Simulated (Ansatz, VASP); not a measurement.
One calculation of Ir, two programs

```
CELL_PARAMETERS angstrom
2.74828 0.00000 0.00000
-1.37414 2.38008 0.00000
0.00000 0.00000 4.45337
ATOMIC_POSITIONS crystal
Ir 0.33333 0.66667 0.25000
Ir 0.66667 0.33333 0.75000
```

Change from the starting cell: volume scaled by 1, norm-conserving files.

Alike in both runs: task single point; functional PBE; k mesh 18 × 18 × 10; occupations fermi-dirac, width 0.05 eV; no spin polarisation.

|  | VASP | Ansatz |
| --- | --- | --- |
| version | VASP 6.6.1 | Ansatz 0.2.0 |
| potentials or method | VASP PAW PBE potentials, release 64 (Ir) | scalar-relativistic |
| plane-wave cutoff (eV) | 520 | 925 |
| valence electrons in the cell | 18 | 34 |

|  | VASP | Ansatz | Ansatz less VASP |
| --- | --- | --- | --- |
| pressure (GPa) | 0.5 | 0.1 | -0.34 |

VASP's potentials hold 18 valence electrons a cell and Ansatz's 34, so a difference there can come from the potentials and not from the codes.

Spin-orbit coupling is off throughout.
